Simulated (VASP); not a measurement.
Set up this calculation in VASP 6.6.1, as the native input.

- Task: single point
- Functional: HSE06
- Potentials or basis: VASP PAW PBE potentials, release 64 (Pt, S)
- Cutoff: 520 eV
- k mesh: 6 × 6 × 2
- Occupations: gaussian, width 0.01 eV
- Spin: no spin polarisation
- Dipole correction: no
- Grid for exact exchange (PRECFOCK): Normal
- Further INCAR settings: ALGO = Normal; EDIFF = 1e-07; NBANDS = 18
- Share of exact exchange: 0.25
- Screening parameter: 0.2079 1/Å

PtS2:

```
Pt S
1.0
     3.55262    0.00000    0.00000
    -1.77631    3.07666    0.00000
     0.00000    0.00000    5.12283
Pt S
1 2
Direct
  0.00000 0.00000 0.00000
  0.33333 0.66667 0.23925
  0.66667 0.33333 0.76075
```

These files were run (other wordings do the same):

POSCAR

```
PtS2
1.0
    3.5526240960      0.0000000000      0.0000000000
   -1.7763120480      3.0766627172      0.0000000000
    0.0000000000      0.0000000000      5.1228306077
Pt S
1 2
Direct
    0.0000000000      0.0000000000      0.0000000000
    0.3333333333      0.6666666667      0.2392542177
    0.6666666667      0.3333333333      0.7607457823
```

INCAR.step1

```
SYSTEM = PtS2
PREC = Accurate ; ENCUT = 520
EDIFF = 1E-5 ; ISMEAR = 0
SIGMA = 0.01 ; LREAL = .FALSE.
LASPH = .TRUE. ; NELM = 80
ALGO = Normal ; ISIF = 2
LWAVE = .TRUE. ; NBANDS = 18
GGA = PE
```

INCAR.step2

```
SYSTEM = PtS2
PREC = Accurate ; ENCUT = 520
EDIFF = 1E-7 ; ISMEAR = 0
SIGMA = 0.01 ; LREAL = .FALSE.
LASPH = .TRUE. ; NELM = 80
ALGO = Normal ; ISIF = 2
LWAVE = .FALSE. ; LCHARG = .TRUE.
GGA = PE ; LHFCALC = .TRUE.
HFSCREEN = 0.2079 ; PRECFOCK = Normal
LELF = .TRUE. ; LVHAR = .TRUE.
NBANDS = 18 ; ISTART = 1
```

KPOINTS

```
Automatic mesh
0
G
  6 6 2
  0 0 0
```

Potentials or basis: VASP PAW PBE potentials, release 64 (Pt, S).

The run is started by

```bash
$ cat potpaw_PBE.64/Pt/POTCAR potpaw_PBE.64/S/POTCAR > POTCAR
$ cp INCAR.step1 INCAR
$ mpirun -np 1 vasp_std > vasp.out
$ cp INCAR.step2 INCAR
$ mpirun -np 1 vasp_std > vasp.out
```

It gave:

```
Pressure               : -1.4 GPa
Largest force          : 0.399 eV/Å
Band gap on the k mesh : 1.42 eV (least direct gap 2.32 eV)
```

Caveat: the k points lie up to 0.61 Å⁻¹ apart; the PAW data sets were made with another functional, which shifts forces and pressure a little; spin-orbit coupling is left out, which moves the levels of the heavy elements.

It took 17 min on 1 thread of AMD EPYC 7R13 Processor (Zen 3) (shared host), peak memory 0.26 GiB.
